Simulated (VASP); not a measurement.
# BN in VASP: a series of runs, part 2 of 2

VASP 6.6.1. The steps go on from the part before.

**4. Single point, PBE**

INCAR reads:

```
SYSTEM = BN
PREC = Accurate
ENCUT = 520
EDIFF = 1E-7
ISMEAR = -1
SIGMA = 0.02
LREAL = .FALSE.
LASPH = .TRUE.
NELM = 100
ALGO = Normal
ISIF = 2
LWAVE = .FALSE.
LCHARG = .FALSE.
GGA = PE
NBANDS = 26
```

KPOINTS reads:

```
Automatic mesh
0
G
  12 8 1
  0 0 0
```

POSCAR reads:

```
BN
1.0
    2.5630581729      0.0000000000      0.0000000000
    0.0000000000      3.6247116293      0.0000000000
    0.0000000000      0.0000000000     19.8446000000
B N
4 4
Direct
    0.0000000000      0.8335332904      0.4149549261
    0.5000000000      0.3764761338      0.4624640632
    0.0000000000      0.8764679690      0.5375370471
    0.5000000000      0.3335278475      0.5850450702
    0.5000000000      0.6500267814      0.4037015952
    0.0000000000      0.1399764569      0.4650494104
    0.5000000000      0.6399705440      0.5349496106
    0.0000000000      0.1500209770      0.5962982763
```

Potentials or basis: VASP PAW PBE potentials, release 64 (B, N).

The run is started by

```
$ cat potpaw_PBE.64/B/POTCAR potpaw_PBE.64/N/POTCAR > POTCAR
$ mpirun -np 1 vasp_std > vasp.out
```

OUTCAR:

```text
SYSTEM = BN
   PREC = Accurate
   ENCUT = 520
   EDIFF = 1E-7
   ISMEAR = -1
   LREAL = .FALSE.
   LASPH = .TRUE.
   NELM = 100
   ISIF = 2
   GGA = PE

 ion  position               nearest neighbor table
   1  0.000  0.834  0.415-   5 1.46   5 1.46   6 1.49
   2  0.500  0.376  0.462-   5 1.53   6 1.54   6 1.54   7 1.73
   3  0.000  0.876  0.538-   8 1.53   7 1.54   7 1.54   6 1.73
   4  0.500  0.334  0.585-   8 1.46   8 1.46   7 1.49
   5  0.500  0.650  0.404-   1 1.46   1 1.46   2 1.53
   6  0.000  0.140  0.465-   1 1.49   2 1.54   2 1.54   3 1.73
   7  0.500  0.640  0.535-   4 1.49   3 1.54   3 1.54   2 1.73
   8  0.000  0.150  0.596-   4 1.46   4 1.46   3 1.53

  LATTYP: Found a simple orthorhombic cell.
 ALAT       =     2.5630581729
 B/A-ratio  =     1.4142135624
 C/A-ratio  =     7.7425476370

  Lattice vectors:

 A1 = (   2.5630581729,   0.0000000000,   0.0000000000)
 A2 = (   0.0000000000,   3.6247116293,   0.0000000000)
 A3 = (   0.0000000000,   0.0000000000,  19.8446000000)

Analysis of symmetry for initial positions (statically):
=====================================================================
 Subroutine PRICEL returns:
 Original cell was already a primitive cell.

 Routine SETGRP: Setting up the symmetry group for a
 simple orthorhombic supercell.

 Subroutine GETGRP returns: Found  2 space group operations
 (whereof  2 operations were pure point group operations)
 out of a pool of  8 trial point group operations.

The static configuration has the point symmetry C_1h.

Analysis of symmetry for dynamics (positions and initial velocities):
=====================================================================
 Subroutine PRICEL returns:
 Original cell was already a primitive cell.

 Routine SETGRP: Setting up the symmetry group for a
 simple orthorhombic supercell.

 Subroutine GETGRP returns: Found  2 space group operations
 (whereof  2 operations were pure point group operations)
[... 138 lines left out ...]
   LORBIT       =      0    0 simple, 1 ext, 2 COOP (PROOUT), +10 PAW based schemes
   GGA     = PE    functional components
   LHFCALC =     F    Hartree Fock is set to
   AEXX    =    0.0000 exact exchange contribution
   IVDW    =     0    specifies the selected vdW correction
   LEPSILON=     F    determine dielectric tensor
   LRPA    =     F    only Hartree local field effects (RPA)
 non-spin polarized calculation
  energy-cutoff  :      520.00
  volume of cell :      184.36
 maximum number of plane-waves:      4997
 NGX is ok and might be reduce to    20
   NGX =  9   NGY = 13   NGZ = 73

 number of electron      32.0000002 magnetization

 Free energy of the ion-electron system (eV)
  ---------------------------------------------------
  ext. energy  EPLUGINS =         0.00000000
  ---------------------------------------------------
  free energy    TOTEN  =       -66.70191210 eV

  energy without entropy =      -66.70191210  energy(sigma->0) =      -66.70191210

 E-fermi :  -2.4332     XC(G=0):  -4.1231

 val. band max:       -2.8816579117   @ k =   0.0000   0.0000   0.0000
 cond. band min:      -0.2812209098   @ k =   0.5000   0.0000   0.0000
 fundamental gap:      2.6004370019
 Fermi energy:        -2.4331974614

 k-point     1 :       0.0000    0.0000    0.0000
  band No.  band energies     occupation
      1     -22.6547      2.00000
      2     -20.6500      2.00000
      3     -17.9052      2.00000
      4     -17.6004      2.00000
      5     -11.5732      2.00000
      6     -10.6427      2.00000
[... 685 lines left out ...]
     25       7.3583      0.00000
     26       7.5441      0.00000

 [... further k-points ...]

------------------------ aborting loop because EDIFF is reached ----------------------------------------

  FORCE on cell =-STRESS in cart. coord.  units (eV):
  Direction    XX          YY          ZZ          XY          YZ          ZX
  --------------------------------------------------------------------------------------
  -------------------------------------------------------------------------------------
  Total       -2.0429748      4.0974149     -0.0003586      0.0000000      0.0004173      0.0000000
  in kB      -17.7541269     35.6078908     -0.0031167      0.0000000      0.0036267      0.0000000
  external PRESSURE =       5.9502157 kB  Pullay stress =       0.0000000 kB

 VOLUME and BASIS-vectors are now :
 -----------------------------------------------------------------------------
  energy-cutoff  :      520.00
  volume of cell :      184.36
      direct lattice vectors                 reciprocal lattice vectors
     2.563058173  0.000000000  0.000000000     0.390158917  0.000000000  0.000000000
     0.000000000  3.624711629  0.000000000     0.000000000  0.275884016  0.000000000
     0.000000000  0.000000000 19.844600000     0.000000000  0.000000000  0.050391542

 POSITION                                       TOTAL-FORCE (eV/Angst)
 -----------------------------------------------------------------------------------
      0.00000      3.02132      8.23461         0.000000      0.002428     -0.031011
      1.28153      1.36462      9.17741         0.000000     -0.005780      0.010692
      0.00000      3.17694     10.66721         0.000000     -0.005375     -0.011435
      1.28153      1.20894     11.60999         0.000000      0.002384      0.030803
      1.28153      2.35616      8.01130         0.000000      0.004935     -0.003325
      0.00000      0.50737      9.22872         0.000000     -0.001833      0.018040
      1.28153      2.31971     10.61586         0.000000     -0.001770     -0.017303
      0.00000      0.54378     11.83330         0.000000      0.005011      0.003539
 -----------------------------------------------------------------------------------
    total drift:                                0.000000     -0.000195      0.000001

  FREE ENERGIE OF THE ION-ELECTRON SYSTEM (eV)
  ---------------------------------------------------
  free  energy   TOTEN  =       -66.7019121020 eV

  energy  without entropy=      -66.7019121020  energy(sigma->0) =      -66.70191210
```

OSZICAR:

```text
N       E                     dE             d eps       ncg     rms          rms(c)
DAV:   1     0.257568012994E+03    0.25757E+03   -0.13583E+04  1820   0.101E+03
DAV:   2    -0.417155185270E+02   -0.29928E+03   -0.27618E+03  2664   0.252E+02
DAV:   3    -0.715751690666E+02   -0.29860E+02   -0.29507E+02  2398   0.894E+01
[... 16 lines left out ...]
DAV:  20    -0.667018997246E+02   -0.20540E-04   -0.58301E-07  1944   0.272E-03    0.741E-04
DAV:  21    -0.667019096338E+02   -0.99092E-05   -0.30847E-07  1838   0.203E-03    0.563E-04
DAV:  22    -0.667019113277E+02   -0.16940E-05   -0.35481E-08  1714   0.935E-04    0.251E-04
DAV:  23    -0.667019120105E+02   -0.68278E-06   -0.18950E-08  1464   0.536E-04    0.504E-05
DAV:  24    -0.667019121020E+02   -0.91493E-07   -0.43912E-09  1628   0.254E-04
   1 F= -.66701912E+02 E0= -.66701912E+02  d E =-.179835E-11
```

stdout:

```text
POSCAR found type information on POSCAR B N
 POSCAR found :  2 types and       8 ions
 scaLAPACK will be used
 LDA part: xc-table for (Slater+PW92), standard interpolation
 POSCAR, INCAR and KPOINTS ok, starting setup
 FFT: planning ... GRIDC
 FFT: planning ... GRID_SOFT
 FFT: planning ... GRID
 WAVECAR not read
 entering main loop
```

Wall time 2.6 min (1 thread of Intel Xeon 6975P-C (Granite Rapids), shared host); peak memory 0.34 GiB.

Results:

```yaml
Free_energy: -66.7019 eV
Largest_force: 0.031 eV/Å
Band_gap_on_the_k_mesh: 2.60 eV (least direct gap 3.40 eV)
```

Forces in eV/Å, atoms in the order of the input:
```
B    0.000  0.002 -0.031
B    0.000 -0.006  0.011
B    0.000 -0.005 -0.011
B    0.000  0.002  0.031
N    0.000  0.005 -0.003
N    0.000 -0.002  0.018
N    0.000 -0.002 -0.017
N    0.000  0.005  0.004
```

Levels at points of the mesh, in eV from the valence-band top:
```
           k point  band 13  band 14  band 15  band 16  band 17  band 18  band 19  band 20
(0.00, 0.00, 0.00)    -2.04    -1.43    -1.20     0.00     4.89     4.94     5.82     6.37
(0.50, 0.00, 0.00)    -3.63    -3.63    -0.80    -0.80     2.60     2.60     6.85     6.85
(0.00, 0.50, 0.00)    -2.35    -2.35    -0.56    -0.56     4.81     4.82     7.76     7.76
(0.50, 0.50, 0.00)    -3.30    -3.30    -0.43    -0.42     4.16     4.16     8.71     8.71
```

Caveat: there is no dipole correction, which matters where the two faces differ.

**5. Relaxation of the atoms, PBE**

INCAR reads:

```
PREC = Accurate ; ENCUT = 520
EDIFF = 1E-7 ; ISMEAR = -1
SIGMA = 0.02 ; LREAL = False
LASPH = True ; NELM = 100
ALGO = Normal ; ISIF = 2
LWAVE = False ; LCHARG = False
LDIPOL = True ; IDIPOL = 3
DIPOL = 0.5 0.5 0.500 ; GGA = PE
IBRION = 2 ; NSW = 60
EDIFFG = -0.01 ; KPAR = 4
```

KPOINTS reads:

```
regular mesh
0
Gamma
  12 8 1
```

POSCAR reads:

```
BN
1.0
    2.5630581729      0.0000000000      0.0000000000
    0.0000000000      3.6247116293      0.0000000000
    0.0000000000      0.0000000000     19.8446000000
B N
4 4
Direct
    0.0000000000      0.8750000000      0.4031326593
    0.5000000000      0.3750000000      0.4677108862
    0.0000000000      0.8750000000      0.5322891134
    0.5000000000      0.3750000000      0.5968673407
    0.5000000000      0.6250000000      0.4031326593
    0.0000000000      0.1250000000      0.4677108862
    0.5000000000      0.6250000000      0.5322891134
    0.0000000000      0.1250000000      0.5968673407
```

The run is started by

```
$ cat potpaw_PBE.64/B/POTCAR potpaw_PBE.64/N/POTCAR > POTCAR
$ mpirun -np 4 vasp_std > vasp.out
```

Run time: 13 min. Hardware: 4 MPI ranks of Intel Xeon Platinum 8259CL at 2.50GHz (Skylake/Cascade Lake), shared host; peak memory 0.34 GiB.

The run converged. Its results:

- Free energy: -66.7020 eV
- Energy gained by relaxing: 278.0 meV/atom
- Ionic steps: 18
- Band gap on the k mesh: 2.60 eV (least direct gap 3.39 eV)

The path:
```tsv
step	energy change (eV)	largest force (eV/Å)	pressure (GPa)
1	0.0000	6.1771	-5.04
2	-1.4020	3.1299	0.13
3	-1.9128	1.3484	-1.80
4	-1.9136	1.3435	-1.88
5	-2.1625	0.6052	-1.42
6	-2.1728	0.6321	-1.23
7	-2.2141	0.2806	-0.19
8	-2.2171	0.4049	0.19
9	-2.2148	0.5627	0.80
10	-2.2231	0.0664	0.46
11	-2.2236	0.0660	0.54
12	-2.2236	0.0602	0.53
13	-2.2240	0.0244	0.54
14	-2.2241	0.0257	0.55
15	-2.2242	0.0118	0.55
16	-2.2242	0.0117	0.55
17	-2.2242	0.0102	0.54
18	-2.2242	0.0016	0.54
```

Final structure:
```
B N
1.0
     2.56306    0.00000    0.00000
     0.00000    3.62471    0.00000
     0.00000    0.00000   19.84460
B N
4 4
Direct
  0.00000 0.83360 0.41486
  0.50000 0.37654 0.46254
  0.00000 0.87654 0.53746
  0.50000 0.33360 0.58514
  0.50000 0.65001 0.40367
  0.00000 0.13986 0.46509
  0.50000 0.63986 0.53491
  0.00000 0.15001 0.59633
```

Levels at points of the mesh, in eV from the valence-band top:
| k point | band 12 | band 13 | band 14 | band 15 | band 16 | band 17 | band 18 | band 19 | band 20 | band 21 |
| --- | --- | --- | --- | --- | --- | --- | --- | --- | --- | --- |
| (0.00, 0.00, 0.00) | -3.38 | -2.05 | -1.43 | -1.20 | 0.00 | 4.89 | 4.92 | 5.81 | 6.37 | 7.17 |
| (0.50, 0.00, 0.00) | -4.75 | -3.63 | -3.63 | -0.80 | -0.80 | 2.60 | 2.60 | 6.85 | 6.85 | 9.43 |
| (0.00, 0.50, 0.00) | -3.01 | -2.35 | -2.35 | -0.56 | -0.56 | 4.80 | 4.80 | 7.76 | 7.76 | 8.87 |
| (0.50, 0.50, 0.00) | -4.85 | -3.30 | -3.30 | -0.42 | -0.42 | 4.15 | 4.15 | 8.73 | 8.73 | 10.88 |

**6. The runs side by side**

```csv
task,cell,dipole correction,gap on the mesh (eV),largest force (eV/Å)
single point,"as given, atomic positions A",yes,2.60,0.03
single point,"as given, atomic positions A",no,2.60,0.03
relaxation of the atoms,"atoms relaxed, atomic positions B",yes,2.60,-
```

Alike in all rows: level PBE; potentials or basis VASP PAW PBE potentials, release 64 (B, N); no spin polarisation; k mesh 12 × 8 × 1; cutoff (eV) 520; smearing fermi-dirac 0.02 eV.

Caveats: there is no dipole correction, which matters where the two faces differ (at least some runs).

Total energies depend on the potentials used, so only differences within one code and one set of settings carry meaning.
